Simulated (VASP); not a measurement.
Here is a VASP 6.6.1 calculation.

INCAR

```
PREC = Accurate
ENCUT = 600
EDIFF = 1E-6
ISMEAR = 0
SIGMA = 0.01
LREAL = False
LASPH = True
NELM = 60
ALGO = Normal
ISIF = 3
LWAVE = False
LCHARG = False
IBRION = 2
NSW = 100
EDIFFG = -0.001
```

Contents of KPOINTS:

```
regular mesh
0
Gamma
  8 8 8
```

POSCAR

```
ZnSe
1.0
    0.0000000000      2.8338000000      2.8338000000
    2.8338000000      0.0000000000      2.8338000000
    2.8338000000      2.8338000000      0.0000000000
Zn Se
1 1
Direct
    0.0000000000      0.0000000000      0.0000000000
    0.7500000000      0.7500000000      0.7500000000
```

Potentials or basis: VASP PAW LDA potentials, release 64 (Zn, Se).

The run is started by

```bash
$ cat potpaw_LDA.64/Zn/POTCAR potpaw_LDA.64/Se/POTCAR > POTCAR
$ mpirun -np 1 vasp_std > vasp.out
```

(1) What does it give for the space group after relaxing (to 0.1 Å)?

(2) Estimate the band gap on the k mesh.

(3) What does it give for the relaxed cell?

Results:

(1) F-43m (No. 216).

(2) 1.27 eV.

(3) a = 3.943 Å, b = 3.943 Å, c = 3.943 Å, α = 60.00°, β = 60.00°, γ = 60.00°.
